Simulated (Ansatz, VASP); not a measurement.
**CdSe in VASP and in Ansatz**

```xyz
4
Lattice="4.3407 0.0000 0.0000 -2.1704 3.7592 0.0000 0.0000 0.0000 7.0059" Properties=species:S:1:pos:R:3 pbc="T T T"
Cd    0.0000    2.5061   -0.0111
Cd    2.1704    1.2531    3.4918
Se    0.0000    2.5061    2.6383
Se    2.1704    1.2531    6.1412
```

Change from the starting cell: uniaxial_z strain -1.0%.

Alike in both runs: task single point; functional PBE; k mesh 12 × 12 × 4; occupations fermi-dirac, width 0.02 eV; no spin polarisation.

|  | VASP | Ansatz |
| --- | --- | --- |
| version | VASP 6.6.1 | Ansatz 0.2.0 |
| potentials or method | VASP PAW PBE potentials, release 64 (Cd, Se) | plane waves, PAW |
| plane-wave cutoff (eV) | 520 | 420 |
| valence electrons in the cell | 36 | 72 |

```csv
,VASP,Ansatz,Ansatz less VASP
pressure (GPa),2.3,2.0,-0.29
"traceless stress, the component that is largest in VASP (GPa)",0.33,0.33,-0.004
```

VASP's potentials hold 36 valence electrons a cell and Ansatz's 72, so a difference there can come from the potentials and not from the codes.
